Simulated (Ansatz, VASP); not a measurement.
**AlCu3: VASP beside Ansatz**

```
CELL_PARAMETERS angstrom
4.12672 0.00000 0.00000
0.00000 5.05749 0.00000
0.00000 0.00000 4.42047
ATOMIC_POSITIONS crystal
Al 0.00000 0.00000 0.66402
Al 0.50000 0.50000 0.33598
Cu 0.00000 0.50000 0.66837
Cu 0.50000 0.00000 0.33163
Cu 0.00000 0.25107 0.16370
Cu 0.00000 0.74893 0.16370
Cu 0.50000 0.24893 0.83630
Cu 0.50000 0.75107 0.83630
```

Alike in both runs: functional LDA; k mesh 8 × 8 × 8; occupations gaussian, width 0.1 eV; no spin polarisation.

Ansatz relaxed the structure, and its values are those at the end. VASP's run is a single point on that final structure, the one shown.

|  | VASP | Ansatz |
| --- | --- | --- |
| version | VASP 6.6.1 | Ansatz 0.2.0 |
| potentials or method | VASP PAW LDA potentials, release 64 (Al, Cu), cutoff 520 eV | scalar-relativistic, plane waves, PAW |
| valence electrons in the cell | 72 | 120 |

```tsv
	VASP	Ansatz	Ansatz less VASP
gap on the k mesh at the Fermi level (eV)	none	none	-
pressure (GPa)	0.9	0.0	-0.86
```

LDA's correlation is that of Perdew and Zunger in VASP and of Perdew and Wang (1992) in Ansatz. A gap of «none» marks a metal or a gap that the smearing closes. VASP's potentials hold 72 valence electrons a cell and Ansatz's 120, so a difference there can come from the potentials and not from the codes.
